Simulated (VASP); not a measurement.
# PbF2 (Fm-3m) in VASP: settings compared, part 2 of 2

VASP 6.6.1.

**4. Single point, LDA**

Input file INCAR:

```
ALGO = Normal ; EDIFF = 1E-6
ENCUT = 600 ; GGA = CA
GGA_COMPAT = False ; ISIF = 2
ISMEAR = 0 ; LASPH = True
LCHARG = False ; LREAL = False
LWAVE = False ; NBANDS = 21
NELM = 120 ; PREC = Accurate
SIGMA = 0.01
```

Input file KPOINTS:

```
k-points
0
Gamma
  4 4 4
```

Input file POSCAR:

```
PbF2
1.0
    0.0000000000      2.9604388884      2.9604388884
    2.9604388884      0.0000000000      2.9604388884
    2.9604388884      2.9604388884      0.0000000000
Pb F
1 2
Direct
    0.0000000000      0.0000000000      0.0000000000
    0.2500000000      0.2500000000      0.2500000000
    0.7500000000      0.7500000000      0.7500000000
```

Potentials or basis: VASP PAW LDA potentials, release 64 (Pb_d, F).

Command:

```
$ cat potpaw_LDA.64/Pb_d/POTCAR potpaw_LDA.64/F/POTCAR > POTCAR
$ mpirun -np 1 vasp_std > vasp.out
```

OUTCAR:

```text
EDIFF = 1E-6
   ENCUT = 600
   GGA = CA
   ISIF = 2
   ISMEAR = 0
   LASPH = True
   LREAL = False
   NELM = 120
   PREC = Accurate

 ion  position               nearest neighbor table
   1  0.000  0.000  0.000-   3 2.56   3 2.56   3 2.56   2 2.56   3 2.56   2 2.56   2 2.56   2 2.56

   2  0.250  0.250  0.250-   1 2.56   1 2.56   1 2.56   1 2.56
   3  0.750  0.750  0.750-   1 2.56   1 2.56   1 2.56   1 2.56

  LATTYP: Found a face centered cubic cell.
 ALAT       =     5.9208777768

  Lattice vectors:

 A1 = (   0.0000000000,   2.9604388884,   2.9604388884)
 A2 = (   2.9604388884,   0.0000000000,   2.9604388884)
 A3 = (   2.9604388884,   2.9604388884,   0.0000000000)

Analysis of symmetry for initial positions (statically):
=====================================================================
 Subroutine PRICEL returns:
 Original cell was already a primitive cell.

 Routine SETGRP: Setting up the symmetry group for a
 face centered cubic supercell.

 Subroutine GETGRP returns: Found 48 space group operations
 (whereof 48 operations were pure point group operations)
 out of a pool of 48 trial point group operations.

The static configuration has the point symmetry O_h .

Analysis of symmetry for dynamics (positions and initial velocities):
=====================================================================
 Subroutine PRICEL returns:
 Original cell was already a primitive cell.

 Routine SETGRP: Setting up the symmetry group for a
 face centered cubic supercell.

 Subroutine GETGRP returns: Found 48 space group operations
 (whereof 48 operations were pure point group operations)
 out of a pool of 48 trial point group operations.

[... 97 lines left out ...]
   NUPDOWN=      -1.0000    fix difference up-down
   EMIN   =  10.00;   EMAX   =-10.00  energy-range for DOS
   EFERMI =   0.00;   METHOD = LEGACY
   ISMEAR =     0;   SIGMA  =   0.01  broadening in eV -4-tet -1-fermi 0-gaus
   EFERMI_NEDOS =   21; number of points for ismear=-14 and -15
   IALGO  =     38    algorithm
   IMIX   =      4    mixing-type and parameters
     AMIX     =   0.40;   BMIX     =  1.00
     AMIX_MAG =   1.60;   BMIX_MAG =  1.00
  volume/ion in A,a.u.               =      17.30       116.73
  Fermi-wavevector in a.u.,A,eV,Ry     =   1.332789  2.518606 24.168391  1.776327
  Thomas-Fermi vector in A             =   2.461697
   LORBIT       =      0    0 simple, 1 ext, 2 COOP (PROOUT), +10 PAW based schemes
   GGA     = CA    functional components
   LHFCALC =     F    Hartree Fock is set to
   AEXX    =    0.0000 exact exchange contribution
   IVDW    =     0    specifies the selected vdW correction
   LEPSILON=     F    determine dielectric tensor
   LRPA    =     F    only Hartree local field effects (RPA)
 non-spin polarized calculation
 Gauss-broadening in eV      SIGMA  =   0.01
  energy-cutoff  :      600.00
  volume of cell :       51.89
 maximum number of plane-waves:      1759
 NGX is ok and might be reduce to    36
   NGX = 17   NGY = 17   NGZ = 17

 number of electron      28.0000008 magnetization

 Free energy of the ion-electron system (eV)
  ---------------------------------------------------
  ext. energy  EPLUGINS =         0.00000000
  ---------------------------------------------------
  free energy    TOTEN  =       -15.92334303 eV

  energy without entropy =      -15.92334303  energy(sigma->0) =      -15.92334303

 E-fermi :   1.6298     XC(G=0): -10.0811

 val. band max:        1.5440801541   @ k =  -0.2500   0.5000   0.2500
 cond. band min:       5.7654593656   @ k =   0.5000   0.5000   0.0000
 fundamental gap:      4.2213792115
 Fermi energy:         1.6297845819

 k-point     1 :       0.0000    0.0000    0.0000
  band No.  band energies     occupation
      1     -19.1899      2.00000
      2     -18.5128      2.00000
      3     -12.7967      2.00000
      4     -12.7967      2.00000
      5     -12.7967      2.00000
      6     -12.7224      2.00000
[... 181 lines left out ...]
     20      17.4380      0.00000
     21      17.4380      0.00000

------------------------ aborting loop because EDIFF is reached ----------------------------------------

  FORCE on cell =-STRESS in cart. coord.  units (eV):
  Direction    XX          YY          ZZ          XY          YZ          ZX
  --------------------------------------------------------------------------------------
  -------------------------------------------------------------------------------------
  Total       -1.4160411     -1.4160411     -1.4160411      0.0000000     -0.0000000      0.0000000
  in kB      -43.7208037    -43.7208037    -43.7208037      0.0000000     -0.0000000      0.0000000
  external PRESSURE =     -43.7208037 kB  Pullay stress =       0.0000000 kB

 VOLUME and BASIS-vectors are now :
 -----------------------------------------------------------------------------
  energy-cutoff  :      600.00
  volume of cell :       51.89
      direct lattice vectors                 reciprocal lattice vectors
     0.000000000  2.960438888  2.960438888    -0.168893876  0.168893876  0.168893876
     2.960438888  0.000000000  2.960438888     0.168893876 -0.168893876  0.168893876
     2.960438888  2.960438888  0.000000000     0.168893876  0.168893876 -0.168893876

 POSITION                                       TOTAL-FORCE (eV/Angst)
 -----------------------------------------------------------------------------------
      0.00000      0.00000      0.00000         0.000000      0.000000     -0.000000
      1.48022      1.48022      1.48022        -0.000000     -0.000000     -0.000000
      4.44066      4.44066      4.44066         0.000000      0.000000      0.000000
 -----------------------------------------------------------------------------------
    total drift:                                0.000000      0.000000      0.000000

  FREE ENERGIE OF THE ION-ELECTRON SYSTEM (eV)
  ---------------------------------------------------
  free  energy   TOTEN  =       -15.9233430258 eV

  energy  without entropy=      -15.9233430258  energy(sigma->0) =      -15.92334303
```

OSZICAR:

```text
N       E                     dE             d eps       ncg     rms          rms(c)
DAV:   1     0.308353762363E+03    0.30835E+03   -0.15938E+04   349   0.168E+03
DAV:   2     0.125763403556E+02   -0.29578E+03   -0.27758E+03   341   0.471E+02
DAV:   3    -0.168009637862E+02   -0.29377E+02   -0.28947E+02   379   0.150E+02
DAV:   4    -0.177028164102E+02   -0.90185E+00   -0.90068E+00   386   0.263E+01
DAV:   5    -0.177324485985E+02   -0.29632E-01   -0.29630E-01   415   0.526E+00    0.750E+00
DAV:   6    -0.159982173263E+02    0.17342E+01   -0.79771E+00   461   0.226E+01    0.270E+00
DAV:   7    -0.159575400083E+02    0.40677E-01   -0.42928E-01   336   0.407E+00    0.147E+00
DAV:   8    -0.159261264365E+02    0.31414E-01   -0.10668E-01   381   0.331E+00    0.511E-01
DAV:   9    -0.159230818327E+02    0.30446E-02   -0.16593E-02   437   0.960E-01    0.926E-02
DAV:  10    -0.159233828073E+02   -0.30097E-03   -0.73925E-04   346   0.290E-01    0.360E-02
DAV:  11    -0.159233427135E+02    0.40094E-04   -0.83031E-05   399   0.873E-02    0.115E-02
DAV:  12    -0.159233433203E+02   -0.60675E-06   -0.27981E-05   388   0.542E-02    0.586E-03
DAV:  13    -0.159233430258E+02    0.29451E-06   -0.39382E-06   379   0.210E-02
   1 F= -.15923343E+02 E0= -.15923343E+02  d E =-.665864E-35
```

stdout:

```text
POSCAR found type information on POSCAR PbF
 POSCAR found :  2 types and       3 ions
 scaLAPACK will be used
 LDA part: xc-table for (Slater(with rela. corr.)+CA(PZ))
 , standard interpolation
 POSCAR, INCAR and KPOINTS ok, starting setup
 FFT: planning ... GRIDC
 FFT: planning ... GRID_SOFT
 FFT: planning ... GRID
 WAVECAR not read
 entering main loop
```

It took 17 s on 1 thread of Intel Xeon 8259CL, shared host; peak memory 0.17 GiB.

Results:

```
Free energy            : -15.9233 eV
Pressure               : -4.4 GPa
Band gap on the k mesh : 4.22 eV, indirect (least direct gap 4.38 eV)
```

Caveat: the k points lie up to 0.46 Å⁻¹ apart; spin-orbit coupling is left out, which moves the levels of the heavy elements. A k mesh can miss the band edges.
